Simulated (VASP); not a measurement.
# N in VASP: single point with PBE

Aim: the single point of N with PBE.

Everything below comes from runs of VASP 6.6.1. Logs are shortened: lines on timing, memory, paths and dates and some standing lists are left out, and cuts for length are marked.

## 1. The cell of the first run

The cell holds a molecule in a box, 1 atom: a = 10.000 Å, b = 10.300 Å, c = 10.600 Å, α = 90.00°, β = 90.00°, γ = 90.00°.

## 2. Single point, PBE, collinear spin, ferromagnetic start

Contents of INCAR:

```
SYSTEM = N
PREC = Accurate
ENCUT = 520
EDIFF = 1E-6
ISMEAR = 0
SIGMA = 0.005
LREAL = .False.
LASPH = .True.
NELM = 200
ALGO = Normal
ISIF = 2
LWAVE = .False.
LCHARG = .True.
ISPIN = 2
MAGMOM = 3
LORBIT = 11
GGA = PE
LELF = .True.
LVHAR = .True.
NBANDS = 12
GGA_COMPAT = .False.
NELMDL = -8
```

Contents of KPOINTS:

```
Automatic mesh
0
Gamma
  1 1 1
  0 0 0
```

Contents of POSCAR:

```
N
1.0
   10.0000000000      0.0000000000      0.0000000000
    0.0000000000     10.3000000000      0.0000000000
    0.0000000000      0.0000000000     10.6000000000
N
1
Direct
    0.5000000000      0.4854368932      0.4716981132
```

Potentials or basis: VASP PAW PBE potentials, release 64 (N).

On the command line:

```
$ cat potpaw_PBE.64/N/POTCAR > POTCAR
$ mpirun -np 1 vasp_gam > vasp.out
```

OUTCAR:

```text
SYSTEM = N
   PREC = Accurate
   ENCUT = 520
   EDIFF = 1E-6
   ISMEAR = 0
   LREAL = .False.
   LASPH = .True.
   NELM = 200
   ISIF = 2
   ISPIN = 2
   LORBIT = 11
   GGA = PE
   NELMDL = -8

 ion  position               nearest neighbor table
   1  0.500  0.485  0.472-

  LATTYP: Found a simple orthorhombic cell.
 ALAT       =    10.0000000000
 B/A-ratio  =     1.0300000000
 C/A-ratio  =     1.0600000000

  Lattice vectors:

 A1 = (  10.0000000000,   0.0000000000,   0.0000000000)
 A2 = (   0.0000000000,  10.3000000000,   0.0000000000)
 A3 = (   0.0000000000,   0.0000000000,  10.6000000000)

Analysis of symmetry for initial positions (statically):
=====================================================================
 Subroutine PRICEL returns:
 Original cell was already a primitive cell.

 Routine SETGRP: Setting up the symmetry group for a
 simple orthorhombic supercell.

 Subroutine GETGRP returns: Found  8 space group operations
 (whereof  2 operations were pure point group operations)
 out of a pool of  8 trial point group operations.

The static configuration has the point symmetry C_1h.
 The point group associated with its full space group is D_2h.

Analysis of symmetry for dynamics (positions and initial velocities):
=====================================================================
 Subroutine PRICEL returns:
 Original cell was already a primitive cell.

 Routine SETGRP: Setting up the symmetry group for a
 simple orthorhombic supercell.

 Subroutine GETGRP returns: Found  8 space group operations
 (whereof  2 operations were pure point group operations)
 out of a pool of  8 trial point group operations.

The dynamic configuration has the point symmetry C_1h.
 The point group associated with its full space group is D_2h.

Analysis of structural, dynamic, and magnetic symmetry:
=====================================================================
 Subroutine PRICEL returns:
 Original cell was already a primitive cell.

 Routine SETGRP: Setting up the symmetry group for a
 simple orthorhombic supercell.

 Subroutine GETGRP returns: Found  8 space group operations
 (whereof  2 operations were pure point group operations)
 out of a pool of  8 trial point group operations.

The overall configuration has the point symmetry C_1h.
 The point group associated with its full space group is D_2h.

 Subroutine INISYM returns: Found  8 space group operations
 (whereof  2 operations are pure point group operations),
 and found     1 'primitive' translations

----------------------------------------------------------------------------------------

                                     Primitive cell

  volume of cell :    1091.8000

  direct lattice vectors                    reciprocal lattice vectors
    10.000000000  0.000000000  0.000000000     0.100000000  0.000000000  0.000000000
     0.000000000 10.300000000  0.000000000     0.000000000  0.097087379  0.000000000
     0.000000000  0.000000000 10.600000000     0.000000000  0.000000000  0.094339623

  length of vectors
    10.000000000 10.300000000 10.600000000     0.100000000  0.097087379  0.094339623

  position of ions in fractional coordinates (direct lattice)
     0.500000000  0.485436893  0.471698113

  ion indices of the primitive-cell ions
   primitive index   ion index
                 1           1

----------------------------------------------------------------------------------------

 KPOINTS: Automatic mesh

Automatic generation of k-mesh.
 Grid dimensions read from file:
 generate k-points for:    1    1    1

 Generating k-lattice:

  Cartesian coordinates                     Fractional coordinates (reciprocal lattice)
     0.100000000  0.000000000  0.000000000     1.000000000  0.000000000  0.000000000
     0.000000000  0.097087379  0.000000000     0.000000000  1.000000000  0.000000000
     0.000000000  0.000000000  0.094339623     0.000000000  0.000000000  1.000000000

  Length of vectors
     0.100000000  0.097087379  0.094339623

  Shift w.r.t. Gamma in fractional coordinates (k-lattice)
     0.000000000  0.000000000  0.000000000

 Subroutine IBZKPT returns following result:
 ===========================================

 Found      1 irreducible k-points:

 Following reciprocal coordinates:
            Coordinates               Weight
  0.000000  0.000000  0.000000      1.000000
   k-points           NKPTS =      1   k-points in BZ     NKDIM =      1   number of bands    NBANDS=     12
   number of dos      NEDOS =    301   number of ions     NIONS =      1
   total plane-waves  NPLWV = 512000
   dimension x,y,z NGX =    80 NGY =   80 NGZ =   80
   dimension x,y,z NGXF=   160 NGYF=  160 NGZF=  160
   ions per type =               1
   NGX,Y,Z   is equivalent  to a cutoff of  13.30, 12.91, 12.55 a.u.
   NGXF,Y,Z  is equivalent  to a cutoff of  26.60, 25.82, 25.09 a.u.
 SYSTEM =  N
   PREC   = accura    normal or accurate (medium, high low for compatibility)
   ISTART =      0    job   : 0-new  1-cont  2-samecut
   ICHARG =      2    charge: 1-file 2-atom 10-const
   ISPIN  =      2    spin polarized calculation?
   LNONCOLLINEAR =      F non collinear calculations
   LSORBIT =      F    spin-orbit coupling
   LASPH  =      T    aspherical Exc in radial PAW
   ENCUT  =  520.0 eV  38.22 Ry    6.18 a.u.  18.59 19.15 19.71*2*pi/ulx,y,z
   NELM   =    200;   NELMIN=  2; NELMDL= -8     # of ELM steps
   EDIFF  = 0.1E-05   stopping-criterion for ELM
   LREAL  =      F    real-space projection
   EDIFFG = 0.1E-04   stopping-criterion for IOM
   NSW    =      0    number of steps for IOM
   IBRION =     -1    ionic relax: 0-MD 1-quasi-New 2-CG
   NFREE  =      0    steps in history (QN), initial steepest desc. (CG)
   ISIF   =      2    stress and relaxation
   ISYM   =      2    0-nonsym 1-usesym 2-fastsym
   POTIM  = 0.5000    time-step for ionic-motion
   TEBEG  =    0.0;   TEEND  =   0.0 temperature during run
   PSTRESS=    0.0 pullay stress
   NELECT =       5.0000    total number of electrons
   NUPDOWN=      -1.0000    fix difference up-down
   EMIN   =  10.00;   EMAX   =-10.00  energy-range for DOS
   EFERMI =   0.00;   METHOD = LEGACY
   ISMEAR =     0;   SIGMA  =   0.01  broadening in eV -4-tet -1-fermi 0-gaus
   EFERMI_NEDOS =   21; number of points for ismear=-14 and -15
   IALGO  =     38    algorithm
   IMIX   =      4    mixing-type and parameters
     AMIX     =   0.40;   BMIX     =  1.00
     AMIX_MAG =   1.60;   BMIX_MAG =  1.00
  volume/ion in A,a.u.               =    1091.80      7367.83
  Fermi-wavevector in a.u.,A,eV,Ry     =   0.271863  0.513747  1.005601  0.073910
  Thomas-Fermi vector in A             =   1.111806
   LORBIT       =     11    0 simple, 1 ext, 2 COOP (PROOUT), +10 PAW based schemes
   GGA     = PE    functional components
   LHFCALC =     F    Hartree Fock is set to
   AEXX    =    0.0000 exact exchange contribution
   IVDW    =     0    specifies the selected vdW correction
   LEPSILON=     F    determine dielectric tensor
   LRPA    =     F    only Hartree local field effects (RPA)
 spin polarized calculation
 Gauss-broadening in eV      SIGMA  =   0.01
  energy-cutoff  :      520.00
  volume of cell :     1091.80
 maximum number of plane-waves:     14695
 NGX is ok and might be reduce to    80
   NGX = 37   NGY = 39   NGZ = 39

 number of electron       5.0000001 magnetization       3.0000004

 Free energy of the ion-electron system (eV)
  ---------------------------------------------------
  ext. energy  EPLUGINS =         0.00000000
  ---------------------------------------------------
  free energy    TOTEN  =        -3.12395118 eV

  energy without entropy =       -3.12395118  energy(sigma->0) =       -3.12395118

 E-fermi :  -8.1958     XC(G=0):  -0.3942

 val. band max:       -8.2203188079   @ k =   0.0000   0.0000   0.0000
 cond. band min:      -4.0521854213   @ k =   0.0000   0.0000   0.0000
 fundamental gap:      4.1681333866
 Fermi energy:        -8.1958267992

 spin component 1

 k-point     1 :       0.0000    0.0000    0.0000
  band No.  band energies     occupation
      1     -19.8021      1.00000
      2      -8.2203      1.00000
      3      -8.2203      1.00000
      4      -8.2203      1.00000
      5      -0.4401      0.00000
      6       0.9361      0.00000
      7       0.9446      0.00000
      8       1.0097      0.00000
      9       1.0818      0.00000
     10       1.2208      0.00000
     11       1.2949      0.00000
     12       2.3500      0.00000
 Fermi energy:        -8.1958267992

 spin component 2

 k-point     1 :       0.0000    0.0000    0.0000
  band No.  band energies     occupation
      1     -15.2250      1.00000
      2      -4.0522      0.00000
      3      -4.0521      0.00000
      4      -4.0520      0.00000
      5      -0.0384      0.00000
      6       1.3165      0.00000
      7       1.3356      0.00000
      8       1.4038      0.00000
      9       1.4135      0.00000
     10       1.4922      0.00000
     11       1.4971      0.00000
     12       2.6689      0.00000

------------------------ aborting loop because EDIFF is reached ----------------------------------------

  FORCE on cell =-STRESS in cart. coord.  units (eV):
  Direction    XX          YY          ZZ          XY          YZ          ZX
  --------------------------------------------------------------------------------------
  -------------------------------------------------------------------------------------
  Total       -0.0168244     -0.0162955     -0.0168924      0.0000000     -0.0000000      0.0000000
  in kB       -0.0246892     -0.0239130     -0.0247890      0.0000000     -0.0000000      0.0000000
  external PRESSURE =      -0.0244637 kB  Pullay stress =       0.0000000 kB

 VOLUME and BASIS-vectors are now :
 -----------------------------------------------------------------------------
  energy-cutoff  :      520.00
  volume of cell :     1091.80
      direct lattice vectors                 reciprocal lattice vectors
    10.000000000  0.000000000  0.000000000     0.100000000  0.000000000  0.000000000
     0.000000000 10.300000000  0.000000000     0.000000000  0.097087379  0.000000000
     0.000000000  0.000000000 10.600000000     0.000000000  0.000000000  0.094339623

 POSITION                                       TOTAL-FORCE (eV/Angst)
 -----------------------------------------------------------------------------------
      5.00000      5.00000      5.00000         0.000000      0.000000      0.000000
 -----------------------------------------------------------------------------------
    total drift:                                0.000000     -0.000011     -0.000002

  FREE ENERGIE OF THE ION-ELECTRON SYSTEM (eV)
  ---------------------------------------------------
  free  energy   TOTEN  =        -3.1239511818 eV

  energy  without entropy=       -3.1239511818  energy(sigma->0) =       -3.12395118

 total charge

# of ion       s       p       d       tot
------------------------------------------
    1        1.364   1.907   0.000   3.271

 magnetization (x)

# of ion       s       p       d       tot
------------------------------------------
    1        0.039   1.907   0.000   1.946
```

Run time: 2.6 min. Hardware: 1 thread of Intel Xeon Platinum 8259CL at 2.50GHz (Skylake/Cascade Lake), shared host; peak memory 1.2 GiB.

Results:

- Free energy: -3.1240 eV
- Gap between the frontier levels: 4.17 eV
- Net moment: 3.00 μB per cell
- Site moments: N +1.95 μB
- Valence electrons inside the program's atomic spheres: N 3.27

Levels at points of the mesh, in eV from the valence-band top:
Spin up:
```csv
k point,band 1,band 2,band 3,band 4,band 5,band 6,band 7,band 8,band 9
"(0.00, 0.00, 0.00)",-11.58,0.00,0.00,0.00,7.78,9.16,9.16,9.23,9.30
```
Spin down:
| k point | band 1 | band 2 | band 3 | band 4 | band 5 |
| --- | --- | --- | --- | --- | --- |
| (0.00, 0.00, 0.00) | -7.00 | 4.17 | 4.17 | 4.17 | 8.18 |
